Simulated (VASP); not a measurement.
# NbN in VASP: single point with PBEsol

Aim: the single point of NbN with PBEsol.

Everything below comes from runs of VASP 6.6.1. Logs are shortened: lines on timing, memory, paths and dates and some standing lists are left out, and cuts for length are marked.

### 1 The cell of the first run

The cell holds a slab with vacuum, 6 atoms: a = 3.097 Å, b = 3.097 Å, c = 23.323 Å, α = 90.00°, β = 90.00°, γ = 120.00°.

### 2 Single point, PBEsol

Input file INCAR:

```
SYSTEM = NbN
PREC = Accurate
ENCUT = 520
EDIFF = 1E-6
ISMEAR = 0
SIGMA = 0.1
LREAL = .FALSE.
LASPH = .TRUE.
NELM = 60
ALGO = Normal
ISIF = 2
LWAVE = .FALSE.
LCHARG = .TRUE.
LDIPOL = .TRUE.
IDIPOL = 3
DIPOL = 0.5 0.5 0.499
GGA = PS
LELF = .TRUE.
LVHAR = .TRUE.
LVACPOTAV = .TRUE.
NBANDS = 36
```

Input file KPOINTS:

```
regular mesh
0
G
  9 9 1
  0 0 0
```

Input file POSCAR:

```
NbN
1.0
    3.0974787950      0.0000000000      0.0000000000
   -1.5487393975      2.6824953241      0.0000000000
    0.0000000000      0.0000000000     23.3227021140
Nb N
3 3
Direct
    0.3333333333      0.6666666667      0.3644517671
    0.0000000000      0.0000000000      0.4728903534
    0.6666666667      0.3333333333      0.5861634404
    0.6666666667      0.3333333333      0.4186710603
    0.3333333333      0.6666666667      0.5263761389
    0.0000000000      0.0000000000      0.6246420456
```

Potentials or basis: VASP PAW PBE potentials, release 64 (Nb_sv, N).

On the command line:

```
$ cat potpaw_PBE.64/Nb_sv/POTCAR potpaw_PBE.64/N/POTCAR > POTCAR
$ mpirun -np 1 vasp_std > vasp.out
```

OUTCAR:

```text
SYSTEM = NbN
   PREC = Accurate
   ENCUT = 520
   EDIFF = 1E-6
   ISMEAR = 0
   LREAL = .FALSE.
   LASPH = .TRUE.
   NELM = 60
   ISIF = 2
   GGA = PS

 ion  position               nearest neighbor table
   1  0.333  0.667  0.364-   4 2.19   4 2.19   4 2.19
   2  0.000  0.000  0.473-   5 2.18   5 2.18   5 2.18   4 2.19   4 2.19   4 2.19
   3  0.667  0.333  0.586-   6 2.00   6 2.00   6 2.00   5 2.27   5 2.27   5 2.27
   4  0.667  0.333  0.419-   2 2.19   2 2.19   2 2.19   1 2.19   1 2.19   1 2.19
   5  0.333  0.667  0.526-   2 2.18   2 2.18   2 2.18   3 2.27   3 2.27   3 2.27
   6  0.000  0.000  0.625-   3 2.00   3 2.00   3 2.00

  LATTYP: Found a hexagonal cell.
 ALAT       =     3.0974787950
 C/A-ratio  =     7.5295760383

  Lattice vectors:

 A1 = (   3.0974787950,   0.0000000000,   0.0000000000)
 A2 = (  -1.5487393975,   2.6824953241,   0.0000000000)
 A3 = (   0.0000000000,   0.0000000000,  23.3227021140)

Analysis of symmetry for initial positions (statically):
=====================================================================
 Subroutine PRICEL returns:
 Original cell was already a primitive cell.

 Routine SETGRP: Setting up the symmetry group for a
 hexagonal supercell.

 Subroutine GETGRP returns: Found  6 space group operations
 (whereof  6 operations were pure point group operations)
 out of a pool of 24 trial point group operations.

The static configuration has the point symmetry C_3v.

Analysis of symmetry for dynamics (positions and initial velocities):
=====================================================================
 Subroutine PRICEL returns:
 Original cell was already a primitive cell.

 Routine SETGRP: Setting up the symmetry group for a
 hexagonal supercell.

 Subroutine GETGRP returns: Found  6 space group operations
 (whereof  6 operations were pure point group operations)
 out of a pool of 24 trial point group operations.

The dynamic configuration has the point symmetry C_3v.

 Subroutine INISYM returns: Found  6 space group operations
 (whereof  6 operations are pure point group operations),
 and found     1 'primitive' translations

----------------------------------------------------------------------------------------

                                     Primitive cell

  volume of cell :     193.7877

  direct lattice vectors                    reciprocal lattice vectors
     3.097478795  0.000000000  0.000000000     0.322843211  0.186393615  0.000000000
    -1.548739397  2.682495324  0.000000000     0.000000000  0.372787229  0.000000000
     0.000000000  0.000000000 23.322702114     0.000000000  0.000000000  0.042876678

  length of vectors
     3.097478795  3.097478795 23.322702114     0.372787229  0.372787229  0.042876678

  position of ions in fractional coordinates (direct lattice)
     0.333333333  0.666666667  0.364451767
     0.000000000  0.000000000  0.472890353
     0.666666667  0.333333333  0.586163440
     0.666666667  0.333333333  0.418671060
     0.333333333  0.666666667  0.526376139
     0.000000000  0.000000000  0.624642046

  ion indices of the primitive-cell ions
   primitive index   ion index
                 1           1
                 2           2
                 3           3
                 4           4
                 5           5
                 6           6

----------------------------------------------------------------------------------------

 KPOINTS: regular mesh

Automatic generation of k-mesh.
 Grid dimensions read from file:
 generate k-points for:    9    9    1

 Generating k-lattice:

  Cartesian coordinates                     Fractional coordinates (reciprocal lattice)
     0.035871468  0.020710402  0.000000000     0.111111111 -0.000000000  0.000000000
     0.000000000  0.041420803  0.000000000     0.000000000  0.111111111  0.000000000
     0.000000000  0.000000000  0.042876678     0.000000000  0.000000000  1.000000000

  Length of vectors
     0.041420803  0.041420803  0.042876678

  Shift w.r.t. Gamma in fractional coordinates (k-lattice)
     0.000000000  0.000000000  0.000000000

 Subroutine IBZKPT returns following result:
 ===========================================

 Found     12 irreducible k-points:

 Following reciprocal coordinates:
            Coordinates               Weight
  0.000000  0.000000  0.000000      1.000000
  0.111111  0.000000  0.000000      6.000000
  0.222222 -0.000000  0.000000      6.000000
  0.333333  0.000000  0.000000      6.000000
  0.444444 -0.000000  0.000000      6.000000
  0.111111  0.111111  0.000000      6.000000
  0.222222  0.111111  0.000000     12.000000
  0.333333  0.111111  0.000000     12.000000
  0.444444  0.111111  0.000000      6.000000
  0.222222  0.222222  0.000000      6.000000
  0.333333  0.222222  0.000000     12.000000
  0.333333  0.333333  0.000000      2.000000
   k-points           NKPTS =     12   k-points in BZ     NKDIM =     12   number of bands    NBANDS=     36
   number of dos      NEDOS =    301   number of ions     NIONS =      6
   total plane-waves  NPLWV = 103680
   dimension x,y,z NGX =    24 NGY =   24 NGZ =  180
   dimension x,y,z NGXF=    48 NGYF=   48 NGZF=  360
   ions per type =               3   3
   NGX,Y,Z   is equivalent  to a cutoff of  12.88, 12.88, 12.83 a.u.
   NGXF,Y,Z  is equivalent  to a cutoff of  25.76, 25.76, 25.66 a.u.
 SYSTEM =  NbN
   PREC   = accura    normal or accurate (medium, high low for compatibility)
   ISTART =      0    job   : 0-new  1-cont  2-samecut
   ICHARG =      2    charge: 1-file 2-atom 10-const
   ISPIN  =      1    spin polarized calculation?
   LNONCOLLINEAR =      F non collinear calculations
   LSORBIT =      F    spin-orbit coupling
   LASPH  =      T    aspherical Exc in radial PAW
   ENCUT  =  520.0 eV  38.22 Ry    6.18 a.u.   5.76  5.76 43.36*2*pi/ulx,y,z
   NELM   =     60;   NELMIN=  2; NELMDL= -5     # of ELM steps
   EDIFF  = 0.1E-05   stopping-criterion for ELM
   LREAL  =      F    real-space projection
   EDIFFG = 0.1E-04   stopping-criterion for IOM
   NSW    =      0    number of steps for IOM
   IBRION =     -1    ionic relax: 0-MD 1-quasi-New 2-CG
   NFREE  =      0    steps in history (QN), initial steepest desc. (CG)
   ISIF   =      2    stress and relaxation
   ISYM   =      2    0-nonsym 1-usesym 2-fastsym
   POTIM  = 0.5000    time-step for ionic-motion
   TEBEG  =    0.0;   TEEND  =   0.0 temperature during run
   PSTRESS=    0.0 pullay stress
   NELECT =      54.0000    total number of electrons
   NUPDOWN=      -1.0000    fix difference up-down
   EMIN   =  10.00;   EMAX   =-10.00  energy-range for DOS
   EFERMI =   0.00;   METHOD = LEGACY
   ISMEAR =     0;   SIGMA  =   0.10  broadening in eV -4-tet -1-fermi 0-gaus
   EFERMI_NEDOS =   21; number of points for ismear=-14 and -15
   IALGO  =     38    algorithm
   IMIX   =      4    mixing-type and parameters
     AMIX     =   0.40;   BMIX     =  1.00
     AMIX_MAG =   1.60;   BMIX_MAG =  1.00
  volume/ion in A,a.u.               =      32.30       217.96
  Fermi-wavevector in a.u.,A,eV,Ry     =   1.069295  2.020674 15.556777  1.143391
  Thomas-Fermi vector in A             =   2.204969
   LORBIT       =      0    0 simple, 1 ext, 2 COOP (PROOUT), +10 PAW based schemes
   GGA     = PS    functional components
   LHFCALC =     F    Hartree Fock is set to
   AEXX    =    0.0000 exact exchange contribution
   IVDW    =     0    specifies the selected vdW correction
   LEPSILON=     F    determine dielectric tensor
   LRPA    =     F    only Hartree local field effects (RPA)
 non-spin polarized calculation
 Gauss-broadening in eV      SIGMA  =   0.10
  energy-cutoff  :      520.00
  volume of cell :      193.79
 maximum number of plane-waves:      5234
 NGX is ok and might be reduce to    24
   NGX = 11   NGY = 11   NGZ = 87

 dipolmoment           0.000000      0.000000     -0.025459 electrons x Angstroem

 number of electron      54.0000001 magnetization

 dipolmoment           0.000000      0.000000      0.036960 electrons x Angstroem

 Free energy of the ion-electron system (eV)
  ---------------------------------------------------
  ext. energy  EPLUGINS =         0.00000000
  ---------------------------------------------------
  free energy    TOTEN  =       -62.78973968 eV

  energy without entropy =      -62.75039212  energy(sigma->0) =      -62.77006590

 E-fermi :   0.8971     XC(G=0):  -5.3097

 val. band max:        0.8542206420   @ k =   0.1111   0.1111   0.0000
 cond. band min:       0.9062144984   @ k =   0.4444  -0.0000   0.0000
 fundamental gap:      0.0519938564
 Fermi energy:         0.8971197713

 k-point     1 :       0.0000    0.0000    0.0000
  band No.  band energies     occupation
      1     -55.3116      2.00000
      2     -55.2420      2.00000
      3     -54.5626      2.00000
      4     -31.8001      2.00000
      5     -31.3529      2.00000
      6     -31.1086      2.00000
[... 28 lines left out ...]
     35       2.4990      0.00000
     36       3.1636      0.00000

 k-point     2 :       0.1111    0.0000    0.0000
  band No.  band energies     occupation
      1     -55.2993      2.00000
      2     -55.2315      2.00000
      3     -54.5528      2.00000
      4     -31.7659      2.00000
      5     -31.3642      2.00000
      6     -31.1956      2.00000
[... 28 lines left out ...]
     35       2.8677      0.00000
     36       3.6088      0.00000

 k-point     3 :       0.2222   -0.0000    0.0000
  band No.  band energies     occupation
      1     -55.2681      2.00000
      2     -55.2048      2.00000
      3     -54.5279      2.00000
      4     -31.6822      2.00000
      5     -31.5246      2.00000
      6     -31.4099      2.00000
[... 28 lines left out ...]
     35       3.3324      0.00000
     36       4.3522      0.00000
[... 274 lines left out ...]
 k-point    11 :       0.3333    0.2222    0.0000
  band No.  band energies     occupation
      1     -55.1978      2.00000
      2     -55.1461      2.00000
      3     -54.4723      2.00000
      4     -31.8653      2.00000
      5     -31.7919      2.00000
      6     -31.5364      2.00000
[... 28 lines left out ...]
     35       4.9191      0.00000
     36       5.2508      0.00000

 k-point    12 :       0.3333    0.3333    0.0000
  band No.  band energies     occupation
      1     -55.1914      2.00000
      2     -55.1409      2.00000
      3     -54.4673      2.00000
      4     -31.7403      2.00000
      5     -31.7391      2.00000
      6     -31.7157      2.00000
[... 28 lines left out ...]
     35       5.0739      0.00000
     36       5.3954      0.00000

------------------------ aborting loop because EDIFF is reached ----------------------------------------

  FORCE on cell =-STRESS in cart. coord.  units (eV):
  Direction    XX          YY          ZZ          XY          YZ          ZX
  --------------------------------------------------------------------------------------
  -------------------------------------------------------------------------------------
  Total       -2.0888294     -2.0888294     -1.7232916      0.0000000     -0.0000000      0.0000000
  in kB      -17.2698025    -17.2698025    -14.2476481      0.0000000     -0.0000000      0.0000000
  external PRESSURE =     -16.2624177 kB  Pullay stress =       0.0000000 kB

 VOLUME and BASIS-vectors are now :
 -----------------------------------------------------------------------------
  energy-cutoff  :      520.00
  volume of cell :      193.79
      direct lattice vectors                 reciprocal lattice vectors
     3.097478795  0.000000000  0.000000000     0.322843211  0.186393615  0.000000000
    -1.548739397  2.682495324  0.000000000     0.000000000  0.372787229  0.000000000
     0.000000000  0.000000000 23.322702114     0.000000000  0.000000000  0.042876678

 POSITION                                       TOTAL-FORCE (eV/Angst)
 -----------------------------------------------------------------------------------
     -0.00000      1.78833      8.50000         0.000000      0.000000      1.288877
      0.00000      0.00000     11.02908         0.000000     -0.000000      0.061289
      1.54874      0.89417     13.67092        -0.000000     -0.000000      0.001084
      1.54874      0.89417      9.76454        -0.000000     -0.000000     -1.322369
     -0.00000      1.78833     12.27651         0.000000      0.000000     -0.018262
      0.00000      0.00000     14.56834         0.000000     -0.000000     -0.010619
 -----------------------------------------------------------------------------------
    total drift:                               -0.000000     -0.000000     -0.000561

  FREE ENERGIE OF THE ION-ELECTRON SYSTEM (eV)
  ---------------------------------------------------
  free  energy   TOTEN  =       -62.7897396798 eV

  energy  without entropy=      -62.7503921229  energy(sigma->0) =      -62.77006590

 vacuum level on the upper side and lower side of the slab         6.614         5.809
```

It took 2.5 min on 1 thread of Intel Xeon Platinum 8259CL at 2.50GHz (Skylake/Cascade Lake), shared host; peak memory 0.33 GiB.

What came out:

```yaml
Free_energy: -62.7897 eV
Largest_force: 1.322 eV/Å
Band_gap_on_the_k_mesh: zero (band 27 reaches 0.95 eV, above the bottom of band 28 at 0.12 eV)
```

Forces on the atoms (eV/Å):
```
Nb   0.000  0.000  1.289
Nb   0.000  0.000  0.061
Nb   0.000  0.000  0.001
N    0.000  0.000 -1.322
N    0.000  0.000 -0.018
N    0.000  0.000 -0.011
```

Levels at points of the mesh, in eV from the Fermi level:
| k point | band 24 | band 25 | band 26 | band 27 | band 28 | band 29 | band 30 | band 31 |
| --- | --- | --- | --- | --- | --- | --- | --- | --- |
| (0.00, 0.00, 0.00) | -3.38 | -1.15 | -1.03 | -1.03 | -0.78 | 0.21 | 0.21 | 0.41 |

Caveat: the PAW data sets were made with another functional, which shifts forces and pressure a little.
